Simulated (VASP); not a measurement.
# Al2Cu (P4/mmm) in VASP: notebook

The runs below take Al2Cu through single point, with PBE.

Program: VASP 6.6.1. These are calculated values, not measurements. Logs are shortened: lines on timing, memory, paths and dates and some standing lists are left out, and cuts for length are marked.

### Step 1. The cell of the first run

It takes space group P4/mmm (No. 123, tetragonal). The conventional cell has a = 3.929 Å, b = 3.929 Å, c = 2.885 Å, α = 90.00°, β = 90.00°, γ = 90.00°. Within 3.2 Å of Al (site symmetry mmm) lie 4 Cu at 2.44 Å and 6 Al at 2.78 to 2.88 Å. Within 3.2 Å of Cu (site symmetry 4/mmm) lie 8 Al at 2.44 Å and 2 Cu at 2.88 Å.

### Step 2. Single point, PBE

The input, INCAR:

```
SYSTEM = Al2Cu
ALGO = Normal ; EDIFF = 1E-6
ENCUT = 520 ; GGA = PE
ISIF = 2 ; ISMEAR = 0
LASPH = .TRUE. ; LCHARG = .FALSE.
LREAL = .FALSE. ; LWAVE = .FALSE.
NBANDS = 16 ; NELM = 100
PREC = Accurate ; SIGMA = 0.15
```

The input, KPOINTS:

```
k-points
0
G
  10 10 14
  0 0 0
```

The input, POSCAR:

```
Al2Cu
1.0
    3.9288000000      0.0000000000      0.0000000000
    0.0000000000      3.9288000000      0.0000000000
    0.0000000000      0.0000000000      2.8847334069
Al Cu
2 1
Direct
    0.5000000000      0.0000000000      0.5000000000
    0.0000000000      0.5000000000      0.5000000000
    0.0000000000      0.0000000000      0.0000000000
```

Potentials or basis: VASP PAW PBE potentials, release 64 (Al, Cu).

The run is started by

```sh
> cat potpaw_PBE.64/Al/POTCAR potpaw_PBE.64/Cu/POTCAR > POTCAR
> mpirun -np 1 vasp_std > vasp.out
```

OUTCAR:

```text
SYSTEM = Al2Cu
   EDIFF = 1E-6
   ENCUT = 520
   GGA = PE
   ISIF = 2
   ISMEAR = 0
   LASPH = .TRUE.
   LREAL = .FALSE.
   NELM = 100
   PREC = Accurate

 ion  position               nearest neighbor table
   1  0.500  0.000  0.500-   3 2.44   3 2.44   3 2.44   3 2.44   2 2.78   2 2.78   2 2.78   2 2.78

   2  0.000  0.500  0.500-   3 2.44   3 2.44   3 2.44   3 2.44   1 2.78   1 2.78   1 2.78   1 2.78

   3  0.000  0.000  0.000-   1 2.44   2 2.44   1 2.44   2 2.44   2 2.44   2 2.44   1 2.44   1 2.44

  LATTYP: Found a simple tetragonal cell.
 ALAT       =     3.9288000000
 C/A-ratio  =     0.7342530561

  Lattice vectors:

 A1 = (   3.9288000000,   0.0000000000,   0.0000000000)
 A2 = (   0.0000000000,   3.9288000000,   0.0000000000)
 A3 = (   0.0000000000,   0.0000000000,   2.8847334069)

Analysis of symmetry for initial positions (statically):
=====================================================================
 Subroutine PRICEL returns:
 Original cell was already a primitive cell.

 Routine SETGRP: Setting up the symmetry group for a
 simple tetragonal supercell.

 Subroutine GETGRP returns: Found 16 space group operations
 (whereof 16 operations were pure point group operations)
 out of a pool of 16 trial point group operations.

The static configuration has the point symmetry D_4h.

Analysis of symmetry for dynamics (positions and initial velocities):
=====================================================================
 Subroutine PRICEL returns:
 Original cell was already a primitive cell.

 Routine SETGRP: Setting up the symmetry group for a
 simple tetragonal supercell.

 Subroutine GETGRP returns: Found 16 space group operations
 (whereof 16 operations were pure point group operations)
 out of a pool of 16 trial point group operations.

The dynamic configuration has the point symmetry D_4h.

 Subroutine INISYM returns: Found 16 space group operations
 (whereof 16 operations are pure point group operations),
 and found     1 'primitive' translations

----------------------------------------------------------------------------------------

                                     Primitive cell

  volume of cell :      44.5272

  direct lattice vectors                    reciprocal lattice vectors
     3.928800000  0.000000000  0.000000000     0.254530645  0.000000000  0.000000000
     0.000000000  3.928800000  0.000000000     0.000000000  0.254530645  0.000000000
     0.000000000  0.000000000  2.884733407     0.000000000  0.000000000  0.346652484

  length of vectors
     3.928800000  3.928800000  2.884733407     0.254530645  0.254530645  0.346652484

  position of ions in fractional coordinates (direct lattice)
     0.500000000  0.000000000  0.500000000
     0.000000000  0.500000000  0.500000000
     0.000000000  0.000000000  0.000000000

  ion indices of the primitive-cell ions
   primitive index   ion index
                 1           1
                 2           2
                 3           3

----------------------------------------------------------------------------------------

 KPOINTS: k-points

Automatic generation of k-mesh.
 Grid dimensions read from file:
 generate k-points for:   10   10   14

 Generating k-lattice:

  Cartesian coordinates                     Fractional coordinates (reciprocal lattice)
     0.025453065  0.000000000  0.000000000     0.100000000  0.000000000  0.000000000
     0.000000000  0.025453065  0.000000000     0.000000000  0.100000000  0.000000000
     0.000000000  0.000000000  0.024760892     0.000000000  0.000000000  0.071428571

  Length of vectors
     0.025453065  0.025453065  0.024760892

  Shift w.r.t. Gamma in fractional coordinates (k-lattice)
     0.000000000  0.000000000  0.000000000

 Subroutine IBZKPT returns following result:
 ===========================================

 Found    168 irreducible k-points:

 Following reciprocal coordinates:
            Coordinates               Weight
  0.000000  0.000000  0.000000      1.000000
  0.100000  0.000000  0.000000      4.000000
  0.200000  0.000000  0.000000      4.000000
  0.300000  0.000000  0.000000      4.000000
  0.400000  0.000000  0.000000      4.000000
  0.500000  0.000000  0.000000      2.000000
[... 16 lines left out ...]
  0.100000  0.000000  0.071429      8.000000
  0.200000  0.000000  0.071429      8.000000
 [... further k-points ...]
   k-points           NKPTS =    168   k-points in BZ     NKDIM =    168   number of bands    NBANDS=     16
   number of dos      NEDOS =    301   number of ions     NIONS =      3
   total plane-waves  NPLWV =  21600
   dimension x,y,z NGX =    30 NGY =   30 NGZ =   24
   dimension x,y,z NGXF=    60 NGYF=   60 NGZF=   48
   ions per type =               2   1
   NGX,Y,Z   is equivalent  to a cutoff of  12.69, 12.69, 13.83 a.u.
   NGXF,Y,Z  is equivalent  to a cutoff of  25.39, 25.39, 27.66 a.u.
 SYSTEM =  Al2Cu
   PREC   = accura    normal or accurate (medium, high low for compatibility)
   ISTART =      0    job   : 0-new  1-cont  2-samecut
   ICHARG =      2    charge: 1-file 2-atom 10-const
   ISPIN  =      1    spin polarized calculation?
   LNONCOLLINEAR =      F non collinear calculations
   LSORBIT =      F    spin-orbit coupling
   LASPH  =      T    aspherical Exc in radial PAW
   ENCUT  =  520.0 eV  38.22 Ry    6.18 a.u.   7.30  7.30  5.36*2*pi/ulx,y,z
   NELM   =    100;   NELMIN=  2; NELMDL= -5     # of ELM steps
   EDIFF  = 0.1E-05   stopping-criterion for ELM
   LREAL  =      F    real-space projection
   EDIFFG = 0.1E-04   stopping-criterion for IOM
   NSW    =      0    number of steps for IOM
   IBRION =     -1    ionic relax: 0-MD 1-quasi-New 2-CG
   NFREE  =      0    steps in history (QN), initial steepest desc. (CG)
   ISIF   =      2    stress and relaxation
   ISYM   =      2    0-nonsym 1-usesym 2-fastsym
   POTIM  = 0.5000    time-step for ionic-motion
   TEBEG  =    0.0;   TEEND  =   0.0 temperature during run
   PSTRESS=    0.0 pullay stress
   NELECT =      17.0000    total number of electrons
   NUPDOWN=      -1.0000    fix difference up-down
   EMIN   =  10.00;   EMAX   =-10.00  energy-range for DOS
   EFERMI =   0.00;   METHOD = LEGACY
   ISMEAR =     0;   SIGMA  =   0.15  broadening in eV -4-tet -1-fermi 0-gaus
   EFERMI_NEDOS =   21; number of points for ismear=-14 and -15
   IALGO  =     38    algorithm
   IMIX   =      4    mixing-type and parameters
     AMIX     =   0.40;   BMIX     =  1.00
     AMIX_MAG =   1.60;   BMIX_MAG =  1.00
  volume/ion in A,a.u.               =      14.84       100.16
  Fermi-wavevector in a.u.,A,eV,Ry     =   1.187634  2.244303 19.190671  1.410475
  Thomas-Fermi vector in A             =   2.323781
   LORBIT       =      0    0 simple, 1 ext, 2 COOP (PROOUT), +10 PAW based schemes
   GGA     = PE    functional components
   LHFCALC =     F    Hartree Fock is set to
   AEXX    =    0.0000 exact exchange contribution
   IVDW    =     0    specifies the selected vdW correction
   LEPSILON=     F    determine dielectric tensor
   LRPA    =     F    only Hartree local field effects (RPA)
 non-spin polarized calculation
 Gauss-broadening in eV      SIGMA  =   0.15
  energy-cutoff  :      520.00
  volume of cell :       44.53
 maximum number of plane-waves:      1228
 NGX is ok and might be reduce to    30
   NGX = 15   NGY = 15   NGZ = 11

 number of electron      17.0000010 magnetization

 Free energy of the ion-electron system (eV)
  ---------------------------------------------------
  ext. energy  EPLUGINS =         0.00000000
  ---------------------------------------------------
  free energy    TOTEN  =       -11.13205317 eV

  energy without entropy =      -11.12249324  energy(sigma->0) =      -11.12727320

 E-fermi :   8.0020     XC(G=0): -10.7663

 val. band max:        8.0008724556   @ k =   0.2000   0.2000   0.5000
 cond. band min:       8.0586888919   @ k =   0.2000   0.0000   0.2857
 fundamental gap:      0.0578164363
 Fermi energy:         8.0020134395

 k-point     1 :       0.0000    0.0000    0.0000
  band No.  band energies     occupation
      1      -3.0279      2.00000
      2       2.4327      2.00000
      3       2.8001      2.00000
      4       3.5676      2.00000
      5       3.6844      2.00000
      6       3.6844      2.00000
[... 8 lines left out ...]
     15      15.5767      0.00000
     16      20.9322      0.00000

 k-point     2 :       0.1000    0.0000    0.0000
  band No.  band energies     occupation
      1      -2.9354      2.00000
      2       2.3927      2.00000
      3       2.7817      2.00000
      4       3.5397      2.00000
      5       3.6800      2.00000
      6       3.6851      2.00000
[... 8 lines left out ...]
     15      17.1833      0.00000
     16      20.4728      0.00000

 k-point     3 :       0.2000    0.0000    0.0000
  band No.  band energies     occupation
      1      -2.6619      2.00000
      2       2.1410      2.00000
      3       2.7500      2.00000
      4       3.4734      2.00000
      5       3.6685      2.00000
      6       3.6870      2.00000
[... 8 lines left out ...]
     15      19.1132      0.00000
     16      19.4907      0.00000

 k-point     4 :       0.3000    0.0000    0.0000
  band No.  band energies     occupation
      1      -2.2229      2.00000
      2       1.4581      2.00000
      3       2.7534      2.00000
      4       3.4021      2.00000
      5       3.6545      2.00000
      6       3.6893      2.00000
[... 8 lines left out ...]
     15      18.4308      0.00000
     16      20.7366      0.00000
[... 324 lines left out ...]
 k-point    22 :       0.0000    0.0000    0.0714
  band No.  band energies     occupation
      1      -2.9347      2.00000
      2       2.4597      2.00000
      3       2.8336      2.00000
      4       3.5765      2.00000
      5       3.5982      2.00000
      6       3.5982      2.00000
[... 8 lines left out ...]
     15      16.4411      0.00000
     16      20.1692      0.00000

 k-point    23 :       0.1000    0.0000    0.0714
  band No.  band energies     occupation
      1      -2.8424      2.00000
      2       2.4203      2.00000
      3       2.8161      2.00000
      4       3.5430      2.00000
      5       3.5882      2.00000
      6       3.6080      2.00000
[... 8 lines left out ...]
     15      17.2401      0.00000
     16      19.4317      0.00000

 k-point    24 :       0.2000    0.0000    0.0714
  band No.  band energies     occupation
      1      -2.5692      2.00000
      2       2.1768      2.00000
      3       2.7838      2.00000
      4       3.4791      2.00000
      5       3.5609      2.00000
      6       3.6155      2.00000
[... 8 lines left out ...]
     15      18.3419      0.00000
     16      19.1599      0.00000

 [... further k-points ...]
[... 5 lines left out ...]
  --------------------------------------------------------------------------------------
  -------------------------------------------------------------------------------------
  Total        3.6047363      3.6047363      1.9404247      0.0000000      0.0000000      0.0000000
  in kB      129.7055494    129.7055494     69.8203240      0.0000000      0.0000000      0.0000000
  external PRESSURE =     109.7438076 kB  Pullay stress =       0.0000000 kB

 VOLUME and BASIS-vectors are now :
 -----------------------------------------------------------------------------
  energy-cutoff  :      520.00
  volume of cell :       44.53
      direct lattice vectors                 reciprocal lattice vectors
     3.928800000  0.000000000  0.000000000     0.254530645  0.000000000  0.000000000
     0.000000000  3.928800000  0.000000000     0.000000000  0.254530645  0.000000000
     0.000000000  0.000000000  2.884733407     0.000000000  0.000000000  0.346652484

 POSITION                                       TOTAL-FORCE (eV/Angst)
 -----------------------------------------------------------------------------------
      1.96440      0.00000      1.44237         0.000000      0.000000      0.000000
      0.00000      1.96440      1.44237         0.000000      0.000000      0.000000
      0.00000      0.00000      0.00000         0.000000      0.000000      0.000000
 -----------------------------------------------------------------------------------
    total drift:                                0.000000      0.000000      0.000000

  FREE ENERGIE OF THE ION-ELECTRON SYSTEM (eV)
  ---------------------------------------------------
  free  energy   TOTEN  =       -11.1320531656 eV

  energy  without entropy=      -11.1224932422  energy(sigma->0) =      -11.12727320
```

Run time: 51 s. Hardware: 1 thread of Intel Xeon 6975P-C (Granite Rapids), shared host; peak memory 0.24 GiB.

What came out:

```yaml
Free_energy: -11.1321 eV
Pressure: 11.0 GPa
```

Levels at points of the mesh, in eV from the Fermi level:
```csv
k point,band 6,band 7,band 8,band 9,band 10,band 11,band 12,band 13
"(0.00, 0.00, 0.00)",-4.32,-2.26,-2.26,0.66,1.11,5.50,7.10,7.23
"(0.50, 0.00, 0.00)",-4.36,-4.31,-0.80,1.93,2.17,2.73,7.03,8.93
"(0.50, 0.50, 0.00)",-4.35,-4.35,-4.31,-2.48,8.83,8.83,8.97,10.31
"(0.00, 0.00, 0.50)",-4.25,-3.25,2.71,2.71,2.91,2.91,3.07,3.17
"(0.50, 0.00, 0.50)",-4.29,-3.26,-2.69,-1.82,3.84,4.34,4.67,5.68
"(0.50, 0.50, 0.50)",-3.83,-2.29,-2.29,-1.22,-0.97,0.14,0.14,2.38
```

### Step 3. Single point, PBE

This run uses another cell than the first one, of 14.88 Å³/atom, 1.002 times its volume.

The input, INCAR:

```
SYSTEM = Al2Cu
PREC = Accurate
ENCUT = 520
EDIFF = 1E-6
ISMEAR = 0
SIGMA = 0.15
LREAL = .FALSE.
LASPH = .TRUE.
NELM = 100
ALGO = Fast
ISIF = 2
LWAVE = .FALSE.
LCHARG = .FALSE.
GGA = PE
NBANDS = 16
```

The input, KPOINTS:

```
regular mesh
0
G
  10 10 14
  0 0 0
```

The input, POSCAR:

```
Al2Cu
1.0
    3.8327000000      0.0000000000      0.0000000000
    0.0000000000      3.8327000000      0.0000000000
    0.0000000000      0.0000000000      3.0386000000
Al Cu
2 1
Direct
    0.5000000000      0.0000000000      0.5000000000
    0.0000000000      0.5000000000      0.5000000000
    0.0000000000      0.0000000000      0.0000000000
```

Potentials or basis: VASP PAW PBE potentials, release 64 (Al, Cu).

The run is started by

```sh
> cat potpaw_PBE.64/Al/POTCAR potpaw_PBE.64/Cu/POTCAR > POTCAR
> mpirun -np 1 vasp_std > vasp.out
```

It took 64 s on 1 thread of Intel Xeon 6975P-C (Granite Rapids), shared host; peak memory 0.23 GiB.

Results (log left out):

```
Free energy : -11.0101 eV
Pressure    : 11.6 GPa
```

Stress tensor (GPa, compression positive):
```
15.18  0.00  0.00
 0.00 15.18  0.00
 0.00  0.00  4.57
```

Levels at points of the mesh, in eV from the Fermi level:
```
           k point  band 6  band 7  band 8  band 9  band 10  band 11  band 12  band 13
(0.00, 0.00, 0.00)   -4.21   -1.78   -1.78    1.41     1.44     3.89     6.38     8.10
(0.50, 0.00, 0.00)   -4.26   -4.19   -0.19    2.36     2.71     3.52     5.54     7.76
(0.50, 0.50, 0.00)   -4.33   -4.25   -3.99   -2.36     7.58     8.68     8.68     9.12
(0.00, 0.00, 0.50)   -4.08   -3.42    2.55    2.55     2.94     3.21     3.21     3.86
(0.50, 0.00, 0.50)   -4.07   -3.18   -2.92   -2.06     3.78     4.58     4.76     5.86
(0.50, 0.50, 0.50)   -3.91   -2.05   -2.05   -1.65    -1.18    -0.05    -0.05     2.47
```

### Step 4. Single point, PBE

This run uses another cell than the first one, of 15.03 Å³/atom, 1.012 times its volume.

The input, INCAR:

```
SYSTEM = Al2Cu
ALGO = Fast
EDIFF = 1E-6
ENCUT = 520
GGA = PE
ISIF = 2
ISMEAR = 0
LASPH = .TRUE.
LCHARG = .FALSE.
LREAL = .FALSE.
LWAVE = .FALSE.
NBANDS = 16
NELM = 100
PREC = Accurate
SIGMA = 0.15
```

The input, KPOINTS:

```
k-points
0
G
  10 10 14
  0 0 0
```

The input, POSCAR:

```
Al2Cu
1.0
    4.1211626268      0.0000000000      0.0000000000
    0.0000000000      4.1211626268      0.0000000000
    0.0000000000      0.0000000000      2.6540000000
Al Cu
2 1
Direct
    0.5000000000      0.0000000000      0.5000000000
    0.0000000000      0.5000000000      0.5000000000
    0.0000000000      0.0000000000      0.0000000000
```

The run is started by

```sh
> cat potpaw_PBE.64/Al/POTCAR potpaw_PBE.64/Cu/POTCAR > POTCAR
> mpirun -np 1 vasp_std > vasp.out
```

Run time: 43 s. Hardware: 1 thread of Intel Xeon 6975P-C (Granite Rapids), shared host; peak memory 0.23 GiB.

Results (log left out):

```yaml
Free_energy: -11.1251 eV
Pressure: 10.2 GPa
```

Stress tensor (GPa, compression positive):
```
 7.31  0.00  0.00
 0.00  7.31  0.00
 0.00  0.00 15.99
```

Levels at points of the mesh, in eV from the Fermi level:
| k point | band 6 | band 7 | band 8 | band 9 | band 10 | band 11 | band 12 | band 13 |
| --- | --- | --- | --- | --- | --- | --- | --- | --- |
| (0.00, 0.00, 0.00) | -4.26 | -3.05 | -3.05 | -0.65 | 0.44 | 5.44 | 5.44 | 6.58 |
| (0.50, 0.00, 0.00) | -4.28 | -4.26 | -1.80 | 1.12 | 1.14 | 1.29 | 7.75 | 9.17 |
| (0.50, 0.50, 0.00) | -4.80 | -4.27 | -4.27 | -2.73 | 8.23 | 8.23 | 9.25 | 9.35 |
| (0.00, 0.00, 0.50) | -4.44 | -2.88 | 2.00 | 2.55 | 2.55 | 3.01 | 3.01 | 3.38 |
| (0.50, 0.00, 0.50) | -4.52 | -3.31 | -2.24 | -1.29 | 3.77 | 4.05 | 4.82 | 5.38 |
| (0.50, 0.50, 0.50) | -3.39 | -2.59 | -2.59 | -0.41 | -0.38 | 0.47 | 0.47 | 2.32 |

### Step 5. Overview

```tsv
cell	gap on the mesh (eV)	pressure (GPa)
a = 3.929, b = 3.929, c = 2.885 Å, 3 atoms	none	11.0
a = 3.833, b = 3.833, c = 3.039 Å, 3 atoms	none	11.6
a = 4.121, b = 4.121, c = 2.654 Å, 3 atoms	none	10.2
```

Alike in all rows: task single point; level PBE; potentials or basis VASP PAW PBE potentials, release 64 (Al, Cu); no spin polarisation; k mesh 10 × 10 × 14; cutoff (eV) 520; smearing gaussian 0.15 eV.

Absolute energies hang on the potentials; compare differences alone.
